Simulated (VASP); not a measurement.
A run of VASP 6.6.1 is set up as follows.

INCAR

```
PREC     = Accurate       # precision mode
ENCUT    = 520            # plane-wave cutoff, eV
EDIFF    = 1E-6           # SCF threshold, eV
ISMEAR   = -1             # smearing method
SIGMA    = 0.1            # smearing width, eV
LREAL    = F              # projectors in reciprocal space
LASPH    = T              # aspherical terms in the spheres
NELM     = 100            # most SCF steps
ALGO     = Normal         # electronic algorithm
ISIF     = 2              # what is computed and relaxed
LWAVE    = F              # write WAVECAR
LCHARG   = F              # write CHGCAR
GGA      = CA             # functional
NBANDS   = 12             # bands
```

Contents of KPOINTS:

```
regular mesh
0
Gamma
  15 15 15
```

File POSCAR:

```
Hg
1.0
   -1.7778882262      1.7778882262      1.7778882262
    1.7778882262     -1.7778882262      1.7778882262
    1.7778882262      1.7778882262     -1.7778882262
Hg
1
Direct
    0.0000000000      0.0000000000      0.0000000000
```

Potentials or basis: VASP PAW LDA potentials, release 64 (Hg).

Command:

```console
$ cat potpaw_LDA.64/Hg/POTCAR > POTCAR
$ mpirun -np 1 vasp_std > vasp.out
```

(1) Estimate the pressure.

(2) Estimate the band gap on the k mesh.

## Answers

(1) 0.6 GPa.

(2) zero (band 6 reaches 5.43 eV, above the bottom of band 7 at 1.83 eV).

Caveat: spin-orbit coupling is left out, which moves the levels of the heavy elements.
